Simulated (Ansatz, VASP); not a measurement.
# HfO2: VASP beside Ansatz

```
Hf O
1.0
    -0.20273    2.47414    2.47414
     2.47414   -0.20273    2.47414
     2.47414    2.47414   -0.20273
Hf O
1 2
Direct
  0.00000 0.00000 0.00000
  0.25000 0.25000 0.25000
  0.75000 0.75000 0.75000
```

Alike in both runs: task single point; functional PBE; k mesh 8 × 8 × 8; occupations gaussian, width 0.05 eV; no spin polarisation.

```csv
,VASP,Ansatz
version,VASP 6.6.1,Ansatz 0.2.0
potentials or method,"VASP PAW PBE potentials, release 64 (Hf_pv, O), cutoff 520 eV","scalar-relativistic, plane waves, PAW"
valence electrons in the cell,22,38
```

|  | VASP | Ansatz | Ansatz less VASP |
| --- | --- | --- | --- |
| gap on the k mesh at the Fermi level (eV) | 3.83 | 3.82 | -0.008 |
| least direct gap on the mesh (eV) | 3.83 | 3.82 | -0.008 |
| pressure (GPa) | -4.9 | -1.5 | +3.35 |
| traceless stress, the component that is largest in VASP (GPa) | 8.88 | 9.25 | +0.375 |
| rms of the force components (eV/Å) | 0.577 | 0.617 | +0.0398 |

Atom by atom the forces differ by 0.040 eV/Å (rms over components). VASP's potentials hold 22 valence electrons a cell and Ansatz's 38, so a difference there can come from the potentials and not from the codes.

Spin-orbit coupling is off throughout.
